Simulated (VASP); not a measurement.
# SiC (Moissanite 6O SiC) (Cmc2_1) in VASP: single point with PBE

Aim: the single point of SiC (Moissanite 6O SiC) with PBE.

Everything below comes from runs of VASP 6.6.1. Logs are shortened: lines on timing, memory, paths and dates and some standing lists are left out, and cuts for length are marked.

## Step 1: The cell of the first run

The typed cell holds 12 atoms: a = 3.080 Å, b = 3.080 Å, c = 15.273 Å, α = 90.00°, β = 90.00°, γ = 120.04°.

## Step 2: Single point, PBE (z stretched by +1 %, then relaxed in part)

INCAR reads:

```
PREC = Accurate
ENCUT = 520
EDIFF = 1E-6
ISMEAR = -1
SIGMA = 0.02
LREAL = F
LASPH = T
NELM = 60
ALGO = Normal
ISIF = 2
LWAVE = F
LCHARG = F
GGA = PE
NBANDS = 36
```

KPOINTS reads:

```
Automatic mesh
0
Gamma
  16 16 3
```

POSCAR reads:

```
SiC
1.0
    1.5389000000     -2.6675000000      0.0000000000
    1.5389000000      2.6675000000      0.0000000000
    0.0000000000      0.0000000000     15.2731190000
Si C
6 6
Direct
    0.1666619099      0.8333380901      0.8578734047
    0.8333380901      0.1666619099      0.3578734047
    0.5001200826      0.4998799174      0.5246594306
    0.4998799174      0.5001200826      0.0246594306
    0.8334407990      0.1665592010      0.6913934016
    0.1665592010      0.8334407990      0.1913934016
    0.5001770570      0.4998229430      0.6496579436
    0.4998229430      0.5001770570      0.1496579436
    0.1666143747      0.8333856253      0.9825267130
    0.8333856253      0.1666143747      0.4825267130
    0.8333961598      0.1666038402      0.8160291064
    0.1666038402      0.8333961598      0.3160291064
```

Potentials or basis: VASP PAW PBE potentials, release 64 (Si, C).

Run with:

```sh
cat potpaw_PBE.64/Si/POTCAR potpaw_PBE.64/C/POTCAR > POTCAR
mpirun -np 1 vasp_std > vasp.out
```

OUTCAR:

```text
PREC = Accurate
   ENCUT = 520
   EDIFF = 1E-6
   ISMEAR = -1
   LREAL = F
   LASPH = T
   NELM = 60
   ISIF = 2
   GGA = PE

 ion  position               nearest neighbor table
   1  0.167  0.833  0.858-  11 1.89  11 1.89  11 1.89   9 1.90   5 3.10   5 3.10   5 3.10   4 3.11
                             4 3.11   4 3.11
   2  0.833  0.167  0.358-  12 1.89  12 1.89  12 1.89  10 1.90   6 3.10   6 3.10   6 3.10   3 3.11
                             3 3.11   3 3.11
   3  0.500  0.500  0.525-  10 1.89  10 1.89  10 1.89   7 1.91   5 3.11   5 3.11   5 3.11   2 3.11
                             2 3.11   2 3.11
   4  0.500  0.500  0.025-   9 1.89   9 1.89   9 1.89   8 1.91   6 3.11   6 3.11   6 3.11   1 3.11
                             1 3.11   1 3.11
   5  0.833  0.167  0.691-   7 1.89   7 1.89   7 1.89  11 1.90   1 3.10   1 3.10   1 3.10   3 3.11
                             3 3.11   3 3.11
   6  0.167  0.833  0.191-   8 1.89   8 1.89   8 1.89  12 1.90   2 3.10   2 3.10   2 3.10   4 3.11
                             4 3.11   4 3.11
   7  0.500  0.500  0.650-   5 1.89   5 1.89   5 1.89   3 1.91
   8  0.500  0.500  0.150-   6 1.89   6 1.89   6 1.89   4 1.91
   9  0.167  0.833  0.983-   4 1.89   4 1.89   4 1.89   1 1.90
  10  0.833  0.167  0.483-   3 1.89   3 1.89   3 1.89   2 1.90
  11  0.833  0.167  0.816-   1 1.89   1 1.89   1 1.89   5 1.90
  12  0.167  0.833  0.316-   2 1.89   2 1.89   2 1.89   6 1.90

  LATTYP: Found a base centered orthorhombic cell.
 ALAT       =     3.0778000000
 B/A-ratio  =     1.7333809864
 C/A-ratio  =     4.9623494054

  Lattice vectors:

 A1 = (   1.5389000000,  -2.6675000000,   0.0000000000)
 A2 = (   1.5389000000,   2.6675000000,   0.0000000000)
 A3 = (   0.0000000000,   0.0000000000,  15.2731190000)

Analysis of symmetry for initial positions (statically):
=====================================================================
 Subroutine PRICEL returns:
 Original cell was already a primitive cell.

 Routine SETGRP: Setting up the symmetry group for a
 base centered orthorhombic supercell.

 Subroutine GETGRP returns: Found  4 space group operations
 (whereof  2 operations were pure point group operations)
 out of a pool of  8 trial point group operations.

The static configuration has the point symmetry C_1h.
 The point group associated with its full space group is C_2v.

Analysis of symmetry for dynamics (positions and initial velocities):
=====================================================================
 Subroutine PRICEL returns:
 Original cell was already a primitive cell.

 Routine SETGRP: Setting up the symmetry group for a
 base centered orthorhombic supercell.

 Subroutine GETGRP returns: Found  4 space group operations
 (whereof  2 operations were pure point group operations)
 out of a pool of  8 trial point group operations.

The dynamic configuration has the point symmetry C_1h.
 The point group associated with its full space group is C_2v.

 Subroutine INISYM returns: Found  4 space group operations
 (whereof  2 operations are pure point group operations),
 and found     1 'primitive' translations

----------------------------------------------------------------------------------------

                                     Primitive cell

  volume of cell :     125.3928

  direct lattice vectors                    reciprocal lattice vectors
     1.538900000 -2.667500000  0.000000000     0.324907401 -0.187441425  0.000000000
     1.538900000  2.667500000  0.000000000     0.324907401  0.187441425  0.000000000
     0.000000000  0.000000000 15.273119000     0.000000000  0.000000000  0.065474511

  length of vectors
     3.079572935  3.079572935 15.273119000     0.375098796  0.375098796  0.065474511

  position of ions in fractional coordinates (direct lattice)
     0.166661910  0.833338090  0.857873405
     0.833338090  0.166661910  0.357873405
     0.500120083  0.499879917  0.524659431
     0.499879917  0.500120083  0.024659431
     0.833440799  0.166559201  0.691393402
     0.166559201  0.833440799  0.191393402
     0.500177057  0.499822943  0.649657944
     0.499822943  0.500177057  0.149657944
     0.166614375  0.833385625  0.982526713
     0.833385625  0.166614375  0.482526713
     0.833396160  0.166603840  0.816029106
     0.166603840  0.833396160  0.316029106

  ion indices of the primitive-cell ions
   primitive index   ion index
                 1           1
                 2           2
                 3           3
                 4           4
                 5           5
                 6           6
                 7           7
                 8           8
                 9           9
                10          10
                11          11
                12          12

----------------------------------------------------------------------------------------

 KPOINTS: Automatic mesh

Automatic generation of k-mesh.
 Grid dimensions read from file:
 generate k-points for:   16   16    3

 Generating k-lattice:

  Cartesian coordinates                     Fractional coordinates (reciprocal lattice)
     0.020306713 -0.011715089  0.000000000     0.062500000 -0.000000000  0.000000000
     0.020306713  0.011715089  0.000000000    -0.000000000  0.062500000  0.000000000
     0.000000000  0.000000000  0.021824837     0.000000000  0.000000000  0.333333333

  Length of vectors
     0.023443675  0.023443675  0.021824837

  Shift w.r.t. Gamma in fractional coordinates (k-lattice)
     0.000000000  0.000000000  0.000000000

 Subroutine IBZKPT returns following result:
 ===========================================

 Found    146 irreducible k-points:

 Following reciprocal coordinates:
            Coordinates               Weight
  0.000000  0.000000  0.000000      1.000000
  0.062500  0.000000  0.000000      4.000000
  0.125000  0.000000  0.000000      4.000000
  0.187500 -0.000000  0.000000      4.000000
  0.250000  0.000000  0.000000      4.000000
  0.312500  0.000000  0.000000      4.000000
[... 16 lines left out ...]
 -0.125000  0.062500  0.000000      4.000000
 -0.062500  0.062500  0.000000      2.000000
 [... further k-points ...]
   k-points           NKPTS =    146   k-points in BZ     NKDIM =    146   number of bands    NBANDS=     36
   number of dos      NEDOS =    301   number of ions     NIONS =     12
   total plane-waves  NPLWV =  69120
   dimension x,y,z NGX =    24 NGY =   24 NGZ =  120
   dimension x,y,z NGXF=    48 NGYF=   48 NGZF=  240
   ions per type =               6   6
   NGX,Y,Z   is equivalent  to a cutoff of  12.96, 12.96, 13.06 a.u.
   NGXF,Y,Z  is equivalent  to a cutoff of  25.91, 25.91, 26.12 a.u.
 SYSTEM =  unknown system
   PREC   = accura    normal or accurate (medium, high low for compatibility)
   ISTART =      0    job   : 0-new  1-cont  2-samecut
   ICHARG =      2    charge: 1-file 2-atom 10-const
   ISPIN  =      1    spin polarized calculation?
   LNONCOLLINEAR =      F non collinear calculations
   LSORBIT =      F    spin-orbit coupling
   LASPH  =      T    aspherical Exc in radial PAW
   ENCUT  =  520.0 eV  38.22 Ry    6.18 a.u.   5.73  5.73 28.40*2*pi/ulx,y,z
   NELM   =     60;   NELMIN=  2; NELMDL= -5     # of ELM steps
   EDIFF  = 0.1E-05   stopping-criterion for ELM
   LREAL  =      F    real-space projection
[... 7 lines left out ...]
   TEBEG  =    0.0;   TEEND  =   0.0 temperature during run
   PSTRESS=    0.0 pullay stress
   NELECT =      48.0000    total number of electrons
   NUPDOWN=      -1.0000    fix difference up-down
   EMIN   =  10.00;   EMAX   =-10.00  energy-range for DOS
   EFERMI =   0.00;   METHOD = LEGACY
   ISMEAR =    -1;   SIGMA  =   0.02  broadening in eV -4-tet -1-fermi 0-gaus
   EFERMI_NEDOS =   21; number of points for ismear=-14 and -15
   IALGO  =     38    algorithm
   IMIX   =      4    mixing-type and parameters
     AMIX     =   0.40;   BMIX     =  1.00
     AMIX_MAG =   1.60;   BMIX_MAG =  1.00
  volume/ion in A,a.u.               =      10.45        70.52
  Fermi-wavevector in a.u.,A,eV,Ry     =   1.188678  2.246277 19.224440  1.412956
  Thomas-Fermi vector in A             =   2.324803
   LORBIT       =      0    0 simple, 1 ext, 2 COOP (PROOUT), +10 PAW based schemes
   GGA     = PE    functional components
   LHFCALC =     F    Hartree Fock is set to
   AEXX    =    0.0000 exact exchange contribution
   IVDW    =     0    specifies the selected vdW correction
   LEPSILON=     F    determine dielectric tensor
   LRPA    =     F    only Hartree local field effects (RPA)
 non-spin polarized calculation
  energy-cutoff  :      520.00
  volume of cell :      125.39
 maximum number of plane-waves:      3412
   NGX = 11   NGY = 11   NGZ = 57

 number of electron      47.9999999 magnetization

 Free energy of the ion-electron system (eV)
  ---------------------------------------------------
  ext. energy  EPLUGINS =         0.00000000
  ---------------------------------------------------
  free energy    TOTEN  =       -90.35681615 eV

  energy without entropy =      -90.35681615  energy(sigma->0) =      -90.35681615

 E-fermi :   8.4831     XC(G=0): -11.3115

 val. band max:        8.0773942388   @ k =   0.0000   0.0000   0.0000
 cond. band min:      10.0542699324   @ k =   0.5000   0.0000   0.0000
 fundamental gap:      1.9768756936
 Fermi energy:         8.4831227674

 k-point     1 :       0.0000    0.0000    0.0000
  band No.  band energies     occupation
      1      -7.3366      2.00000
      2      -6.8257      2.00000
      3      -6.7957      2.00000
      4      -5.3391      2.00000
      5      -5.3127      2.00000
      6      -3.8853      2.00000
[... 28 lines left out ...]
     35      15.2762      0.00000
     36      15.5101      0.00000

 k-point     2 :       0.0625    0.0000    0.0000
  band No.  band energies     occupation
      1      -7.2686      2.00000
      2      -6.7587      2.00000
      3      -6.7285      2.00000
      4      -5.2752      2.00000
      5      -5.2487      2.00000
      6      -3.8274      2.00000
[... 850 lines left out ...]
 k-point    24 :      -0.0625    0.0625    0.0000
  band No.  band energies     occupation
      1      -7.2687      2.00000
      2      -6.7588      2.00000
      3      -6.7285      2.00000
      4      -5.2753      2.00000
      5      -5.2488      2.00000
      6      -3.8275      2.00000
[... 28 lines left out ...]
     35      15.3596      0.00000
     36      15.4487      0.00000

 [... further k-points ...]
[... 5 lines left out ...]
  --------------------------------------------------------------------------------------
  -------------------------------------------------------------------------------------
  Total        2.2740025      2.0420255     -2.0070645      0.0000000      0.0000000      0.0000000
  in kB       29.0555413     26.0915082    -25.6448024      0.0000000      0.0000000      0.0000000
  external PRESSURE =       9.8340824 kB  Pullay stress =       0.0000000 kB

 VOLUME and BASIS-vectors are now :
 -----------------------------------------------------------------------------
  energy-cutoff  :      520.00
  volume of cell :      125.39
      direct lattice vectors                 reciprocal lattice vectors
     1.538900000 -2.667500000  0.000000000     0.324907401 -0.187441425  0.000000000
     1.538900000  2.667500000  0.000000000     0.324907401  0.187441425  0.000000000
     0.000000000  0.000000000 15.273119000     0.000000000  0.000000000  0.065474511

 POSITION                                       TOTAL-FORCE (eV/Angst)
 -----------------------------------------------------------------------------------
      1.53890      1.77836     13.10240         0.000000      0.000041      0.004969
      1.53890     -1.77836      5.46584         0.000000     -0.000041      0.004969
      1.53890     -0.00064      8.01319         0.000000     -0.000005     -0.008985
      1.53890      0.00064      0.37663         0.000000      0.000005     -0.008985
      1.53890     -1.77891     10.55973         0.000000      0.000036      0.000503
      1.53890      1.77891      2.92317         0.000000     -0.000036      0.000503
      1.53890     -0.00094      9.92230         0.000000     -0.000087     -0.001090
      1.53890      0.00094      2.28574         0.000000      0.000087     -0.001090
      1.53890      1.77861     15.00625         0.000000      0.000028      0.002752
      1.53890     -1.77861      7.36969         0.000000     -0.000028      0.002752
      1.53890     -1.77867     12.46331         0.000000     -0.000006      0.001852
      1.53890      1.77867      4.82675         0.000000      0.000006      0.001852
 -----------------------------------------------------------------------------------
    total drift:                                0.000000     -0.000000     -0.000285

  FREE ENERGIE OF THE ION-ELECTRON SYSTEM (eV)
  ---------------------------------------------------
  free  energy   TOTEN  =       -90.3568161541 eV

  energy  without entropy=      -90.3568161541  energy(sigma->0) =      -90.35681615
```

Run time: 11 min. Hardware: 1 thread of Intel Xeon Platinum 8259CL at 2.50GHz (Skylake/Cascade Lake), shared host; peak memory 0.56 GiB.

Results:

| Item | Value |
| --- | --- |
| Free energy | -90.3568 eV |
| Pressure | 1.0 GPa |
| Largest force | 0.009 eV/Å |
| Band gap on the k mesh | 1.98 eV, indirect (least direct gap 3.11 eV) |

Forces in eV/Å, atoms in the order of the input:
```
Si   0.000  0.000  0.005
Si   0.000  0.000  0.005
Si   0.000  0.000 -0.009
Si   0.000  0.000 -0.009
Si   0.000  0.000  0.001
Si   0.000  0.000  0.001
C    0.000  0.000 -0.001
C    0.000  0.000 -0.001
C    0.000  0.000  0.003
C    0.000  0.000  0.003
C    0.000  0.000  0.002
C    0.000  0.000  0.002
```

Stress tensor (GPa, compression positive):
```
 2.91  0.00  0.00
 0.00  2.61  0.00
 0.00  0.00 -2.56
```

Levels at points of the mesh, in eV from the valence-band top:
| k point | band 21 | band 22 | band 23 | band 24 | band 25 | band 26 | band 27 | band 28 |
| --- | --- | --- | --- | --- | --- | --- | --- | --- |
| (0.00, 0.00, 0.00) | -0.29 | -0.14 | -0.01 | 0.00 | 5.22 | 5.38 | 5.77 | 6.06 |
| (0.50, 0.00, 0.00) | -1.81 | -1.79 | -1.73 | -1.14 | 1.98 | 2.21 | 3.21 | 3.80 |
| (0.50, 0.50, 0.00) | -1.80 | -1.78 | -1.73 | -1.13 | 1.98 | 2.22 | 3.22 | 3.81 |

Caveat: the cell differs from its parent crystal (z stretched by +1 %, then relaxed in part).
